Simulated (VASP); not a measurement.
# MnS (Fm-3m) in VASP: settings compared, part 2 of 3

VASP 6.6.1.

## (3) Single point, PBE exchange alone, collinear spin, ferromagnetic start

INCAR reads:

```
AGGAC = 0.0
ALDAC = 0.0
ALGO = Normal
EDIFF = 1E-6
ENCUT = 520
GGA = PE
ISIF = 2
ISMEAR = -1
ISPIN = 2
LASPH = T
LCHARG = T
LELF = T
LMAXMIX = 4
LORBIT = 11
LREAL = F
LVHAR = T
LWAVE = F
MAGMOM = 4 0
NBANDS = 20
NELM = 150
PREC = Accurate
SIGMA = 0.05
```

KPOINTS reads:

```
k-points
0
Gamma
  9 9 9
```

POSCAR reads:

```
MnS
1.0
    0.0000000000      2.6555815960      2.6555815960
    2.6555815960      0.0000000000      2.6555815960
    2.6555815960      2.6555815960      0.0000000000
Mn S
1 1
Direct
    0.0000000000      0.0000000000      0.0000000000
    0.5000000000      0.5000000000      0.5000000000
```

Potentials or basis: VASP PAW PBE potentials, release 64 (Mn_pv, S).

Run with:

```console
$ cat potpaw_PBE.64/Mn_pv/POTCAR potpaw_PBE.64/S/POTCAR > POTCAR
$ mpirun -np 1 vasp_std > vasp.out
```

OUTCAR:

```text
EDIFF = 1E-6
   ENCUT = 520
   GGA = PE
   ISIF = 2
   ISMEAR = -1
   ISPIN = 2
   LASPH = T
   LORBIT = 11
   LREAL = F
   NELM = 150
   PREC = Accurate

 ion  position               nearest neighbor table
   1  0.000  0.000  0.000-   2 2.66   2 2.66   2 2.66   2 2.66   2 2.66   2 2.66
   2  0.500  0.500  0.500-   1 2.66   1 2.66   1 2.66   1 2.66   1 2.66   1 2.66

  LATTYP: Found a face centered cubic cell.
 ALAT       =     5.3111631920

  Lattice vectors:

 A1 = (   0.0000000000,   2.6555815960,   2.6555815960)
 A2 = (   2.6555815960,   0.0000000000,   2.6555815960)
 A3 = (   2.6555815960,   2.6555815960,   0.0000000000)

Analysis of symmetry for initial positions (statically):
=====================================================================
 Subroutine PRICEL returns:
 Original cell was already a primitive cell.

 Routine SETGRP: Setting up the symmetry group for a
 face centered cubic supercell.

 Subroutine GETGRP returns: Found 48 space group operations
 (whereof 48 operations were pure point group operations)
 out of a pool of 48 trial point group operations.

The static configuration has the point symmetry O_h .

Analysis of symmetry for dynamics (positions and initial velocities):
=====================================================================
 Subroutine PRICEL returns:
 Original cell was already a primitive cell.

 Routine SETGRP: Setting up the symmetry group for a
 face centered cubic supercell.

 Subroutine GETGRP returns: Found 48 space group operations
 (whereof 48 operations were pure point group operations)
 out of a pool of 48 trial point group operations.

The dynamic configuration has the point symmetry O_h .

Analysis of structural, dynamic, and magnetic symmetry:
=====================================================================
 Subroutine PRICEL returns:
 Original cell was already a primitive cell.

 Routine SETGRP: Setting up the symmetry group for a
 face centered cubic supercell.

 Subroutine GETGRP returns: Found 48 space group operations
 (whereof 48 operations were pure point group operations)
 out of a pool of 48 trial point group operations.

The overall configuration has the point symmetry O_h .

 Subroutine INISYM returns: Found 48 space group operations
 (whereof 48 operations are pure point group operations),
 and found     1 'primitive' translations

----------------------------------------------------------------------------------------

                                     Primitive cell

  volume of cell :      37.4549

  direct lattice vectors                    reciprocal lattice vectors
     0.000000000  2.655581596  2.655581596    -0.188282673  0.188282673  0.188282673
     2.655581596  0.000000000  2.655581596     0.188282673 -0.188282673  0.188282673
     2.655581596  2.655581596  0.000000000     0.188282673  0.188282673 -0.188282673

  length of vectors
     3.755559509  3.755559509  3.755559509     0.326115155  0.326115155  0.326115155

  position of ions in fractional coordinates (direct lattice)
     0.000000000  0.000000000  0.000000000
     0.500000000  0.500000000  0.500000000

  ion indices of the primitive-cell ions
[... 59 lines left out ...]
   total plane-waves  NPLWV =  21952
   dimension x,y,z NGX =    28 NGY =   28 NGZ =   28
   dimension x,y,z NGXF=    56 NGYF=   56 NGZF=   56
   ions per type =               1   1
   NGX,Y,Z   is equivalent  to a cutoff of  12.39, 12.39, 12.39 a.u.
   NGXF,Y,Z  is equivalent  to a cutoff of  24.79, 24.79, 24.79 a.u.
 SYSTEM =  unknown system
   PREC   = accura    normal or accurate (medium, high low for compatibility)
   ISTART =      0    job   : 0-new  1-cont  2-samecut
   ICHARG =      2    charge: 1-file 2-atom 10-const
   ISPIN  =      2    spin polarized calculation?
   LNONCOLLINEAR =      F non collinear calculations
   LSORBIT =      F    spin-orbit coupling
   LASPH  =      T    aspherical Exc in radial PAW
   ENCUT  =  520.0 eV  38.22 Ry    6.18 a.u.   6.98  6.98  6.98*2*pi/ulx,y,z
   NELM   =    150;   NELMIN=  2; NELMDL= -5     # of ELM steps
   EDIFF  = 0.1E-05   stopping-criterion for ELM
   LREAL  =      F    real-space projection
   EDIFFG = 0.1E-04   stopping-criterion for IOM
   NSW    =      0    number of steps for IOM
   IBRION =     -1    ionic relax: 0-MD 1-quasi-New 2-CG
   NFREE  =      0    steps in history (QN), initial steepest desc. (CG)
   ISIF   =      2    stress and relaxation
   ISYM   =      2    0-nonsym 1-usesym 2-fastsym
   POTIM  = 0.5000    time-step for ionic-motion
   TEBEG  =    0.0;   TEEND  =   0.0 temperature during run
   PSTRESS=    0.0 pullay stress
   NELECT =      19.0000    total number of electrons
   NUPDOWN=      -1.0000    fix difference up-down
   EMIN   =  10.00;   EMAX   =-10.00  energy-range for DOS
   EFERMI =   0.00;   METHOD = LEGACY
   ISMEAR =    -1;   SIGMA  =   0.05  broadening in eV -4-tet -1-fermi 0-gaus
   EFERMI_NEDOS =   21; number of points for ismear=-14 and -15
   IALGO  =     38    algorithm
   IMIX   =      4    mixing-type and parameters
     AMIX     =   0.40;   BMIX     =  1.00
     AMIX_MAG =   1.60;   BMIX_MAG =  1.00
  volume/ion in A,a.u.               =      18.73       126.38
  Fermi-wavevector in a.u.,A,eV,Ry     =   1.305639  2.467300 23.193752  1.704693
  Thomas-Fermi vector in A             =   2.436494
   LORBIT       =     11    0 simple, 1 ext, 2 COOP (PROOUT), +10 PAW based schemes
   GGA     = PE    functional components
   LHFCALC =     F    Hartree Fock is set to
   AEXX    =    0.0000 exact exchange contribution
   IVDW    =     0    specifies the selected vdW correction
   LEPSILON=     F    determine dielectric tensor
   LRPA    =     F    only Hartree local field effects (RPA)
 spin polarized calculation
  energy-cutoff  :      520.00
  volume of cell :       37.45
 maximum number of plane-waves:      1022
   NGX = 13   NGY = 13   NGZ = 13

 number of electron      19.0000008 magnetization       4.9520193

 Free energy of the ion-electron system (eV)
  ---------------------------------------------------
  ext. energy  EPLUGINS =         0.00000000
  ---------------------------------------------------
  free energy    TOTEN  =       -12.10555560 eV

  energy without entropy =      -12.10164620  energy(sigma->0) =      -12.10360090

 E-fermi :   7.5552     XC(G=0):  -8.6591

 val. band max:        7.5259788376   @ k =   0.4444   0.0000   0.0000
 cond. band min:       7.5729544653   @ k =  -0.4444   0.4444   0.0000
 fundamental gap:      0.0469756277
 Fermi energy:         7.5552232481

 spin component 1

 k-point     1 :       0.0000    0.0000    0.0000
  band No.  band energies     occupation
      1     -43.5373      1.00000
      2     -43.5373      1.00000
      3     -43.5373      1.00000
      4      -6.6316      1.00000
      5       3.8067      1.00000
      6       3.8067      1.00000
[... 541 lines left out ...]
     19      21.8489      0.00000
     20      21.8490      0.00000

 [... further k-points ...]

 spin component 2

 k-point     1 :       0.0000    0.0000    0.0000
  band No.  band energies     occupation
      1     -38.2583      1.00000
      2     -38.2582      1.00000
      3     -38.2582      1.00000
      4      -6.2338      1.00000
      5       6.0189      1.00000
      6       6.0189      1.00000
[... 541 lines left out ...]
     19      22.3604      0.00000
     20      22.3605      0.00000

 [... further k-points ...]
[... 5 lines left out ...]
  --------------------------------------------------------------------------------------
  -------------------------------------------------------------------------------------
  Total        1.9218407      1.9218407      1.9218407     -0.0000000     -0.0000000      0.0000000
  in kB       82.2089362     82.2089362     82.2089362     -0.0000000     -0.0000000      0.0000000
  external PRESSURE =      82.2089362 kB  Pullay stress =       0.0000000 kB

 VOLUME and BASIS-vectors are now :
 -----------------------------------------------------------------------------
  energy-cutoff  :      520.00
  volume of cell :       37.45
      direct lattice vectors                 reciprocal lattice vectors
     0.000000000  2.655581596  2.655581596    -0.188282673  0.188282673  0.188282673
     2.655581596  0.000000000  2.655581596     0.188282673 -0.188282673  0.188282673
     2.655581596  2.655581596  0.000000000     0.188282673  0.188282673 -0.188282673

 POSITION                                       TOTAL-FORCE (eV/Angst)
 -----------------------------------------------------------------------------------
      0.00000      0.00000      0.00000         0.000000      0.000000      0.000000
      2.65558      2.65558      2.65558         0.000000      0.000000     -0.000000
 -----------------------------------------------------------------------------------
    total drift:                               -0.000000      0.000000      0.000000

  FREE ENERGIE OF THE ION-ELECTRON SYSTEM (eV)
  ---------------------------------------------------
  free  energy   TOTEN  =       -12.1055556046 eV

  energy  without entropy=      -12.1016461996  energy(sigma->0) =      -12.10360090

 total charge

# of ion       s       p       d       tot
------------------------------------------
    1        0.213   6.150   4.902  11.265
    2        1.335   2.438   0.000   3.773
--------------------------------------------------
tot          1.548   8.587   4.902  15.037

 magnetization (x)

# of ion       s       p       d       tot
------------------------------------------
    1        0.058   0.041   4.357   4.456
    2        0.023   0.084   0.000   0.107
--------------------------------------------------
tot          0.081   0.125   4.357   4.563
```

stdout:

```text
POSCAR found type information on POSCAR MnS
 POSCAR found :  2 types and       2 ions
 scaLAPACK will be used
 LDA part: xc-table for (Slater+PW92), standard interpolation
 POSCAR, INCAR and KPOINTS ok, starting setup
 FFT: planning ... GRIDC
 FFT: planning ... GRID_SOFT
 FFT: planning ... GRID
 WAVECAR not read
 entering main loop
```

Wall time 24 s (1 thread of Intel Xeon 6975P-C (Granite Rapids), shared host); peak memory 0.19 GiB.

Results:

```
Free energy                                           : -12.1056 eV
Pressure                                              : 8.2 GPa
Net moment                                            : 4.95 μB per cell
Site moments                                          : Mn +4.46; S +0.11 μB
Valence electrons inside the program's atomic spheres : Mn 11.27; S 3.77
```

Levels at points of the mesh, in eV from the Fermi level:
Spin up:
```
           k point  band 8  band 9  band 10  band 11  band 12  band 13  band 14  band 15  band 16  band 17
(0.00, 0.00, 0.00)   -3.65   -3.65    -1.83    -1.83    -1.83     1.29     8.51     8.51     8.51    11.00
```
Spin down:
```
           k point  band 3  band 4  band 5  band 6  band 7  band 8  band 9  band 10  band 11  band 12
(0.00, 0.00, 0.00)  -45.81  -13.79   -1.54   -1.54   -1.54    0.67    0.67     0.69     0.69     0.69
```

Caveat: the cell stands under pressure; a cell with one magnetic atom can't hold antiferromagnetic order, which such compounds often take; semilocal functionals often make such compounds metallic where correlation or magnetic order opens a gap, which also shifts bond lengths.

## (4) Relaxation of cell and atoms, BLYP+D4, collinear spin, ferromagnetic start

This run uses another cell than the first one, of 17.67 Å³/atom.

INCAR reads:

```
SYSTEM = MnS
PREC = Accurate
ENCUT = 600
EDIFF = 1E-6
ISMEAR = -1
SIGMA = 0.05
LREAL = .FALSE.
LASPH = .TRUE.
NELM = 150
ALGO = Normal
ISIF = 3
LWAVE = .FALSE.
LCHARG = .FALSE.
ISPIN = 2
MAGMOM = 4 0
LORBIT = 11
LMAXMIX = 4
GGA = B5
ALDAX = 1.0
AGGAX = 1.0
AGGAC = 1.0
ALDAC = 0.0
IVDW = 13
VDW_S6 = 1.0
VDW_S8 = 2.34076671
VDW_A1 = 0.44488865
VDW_A2 = 4.0933009
IBRION = 2
NSW = 60
EDIFFG = -0.01
```

KPOINTS reads:

```
Automatic mesh
0
G
  9 9 9
  0 0 0
```

POSCAR reads:

```
MnS
1.0
    0.0000000000      2.6045000000      2.6045000000
    2.6045000000      0.0000000000      2.6045000000
    2.6045000000      2.6045000000      0.0000000000
Mn S
1 1
Direct
    0.0000000000      0.0000000000      0.0000000000
    0.5000000000      0.5000000000      0.5000000000
```

Run with:

```console
$ cat potpaw_PBE.64/Mn_pv/POTCAR potpaw_PBE.64/S/POTCAR > POTCAR
$ mpirun -np 1 vasp_std > vasp.out
```

Wall time 1.9 min (1 thread of Intel Xeon 6975P-C (Granite Rapids), shared host); peak memory 0.21 GiB.

It converged, with:

* Free energy: -14.1662 eV
* Relaxed volume: 15.34 Å³/atom
* Relaxed cell: a = 3.514 Å, b = 3.514 Å, c = 3.514 Å, α = 60.00°, β = 60.00°, γ = 60.00°
* Space group after relaxing (to 0.1 Å): Fm-3m (No. 225)
* Energy gained by relaxing: 40.6 meV/atom
* Ionic steps: 5
* Pressure after relaxing: 0.0 GPa
* Net moment: 4.01 μB per cell
* Site moments: Mn +3.72; S +0.07 μB
* Valence electrons inside the program's atomic spheres: Mn 11.52; S 3.79
* Dispersion energy per atom: -0.884 eV

The path:
```csv
step,energy change (eV),largest force (eV/Å),pressure (GPa),volume (Å³)
1,0.0000,0.0000,-5.39,35.33
2,-0.0686,0.0000,-2.05,32.38
3,-0.0811,0.0000,-0.22,30.80
4,-0.0811,0.0000,0.12,30.63
5,-0.0812,0.0000,0.04,30.69
```

Final structure:
```
Mn S
1.0
     0.00000    2.48488    2.48488
     2.48488    0.00000    2.48488
     2.48488    2.48488    0.00000
Mn S
1 1
Direct
  0.00000 0.00000 0.00000
  0.50000 0.50000 0.50000
```

Levels at points of the mesh, in eV from the Fermi level:
Spin up:
```csv
k point,band 9,band 10,band 11,band 12,band 13,band 14,band 15
"(0.00, 0.00, 0.00)",-3.08,-2.06,-2.06,-2.06,3.17,9.22,9.22
```
Spin down:
| k point | band 4 | band 5 | band 6 | band 7 | band 8 | band 9 | band 10 | band 11 | band 12 | band 13 |
| --- | --- | --- | --- | --- | --- | --- | --- | --- | --- | --- |
| (0.00, 0.00, 0.00) | -15.32 | -1.92 | -1.92 | -1.92 | -0.29 | -0.29 | -0.29 | -0.20 | -0.20 | 3.84 |

Caveat: the PAW data sets were made with another functional, which shifts forces and pressure a little; a cell with one magnetic atom can't hold antiferromagnetic order, which such compounds often take; semilocal functionals often make such compounds metallic where correlation or magnetic order opens a gap, which also shifts bond lengths. With open d or f shells a metallic result of BLYP can be an artefact of self-interaction; +U or a hybrid may open a gap.

(Part 2 of 3 ends here.)
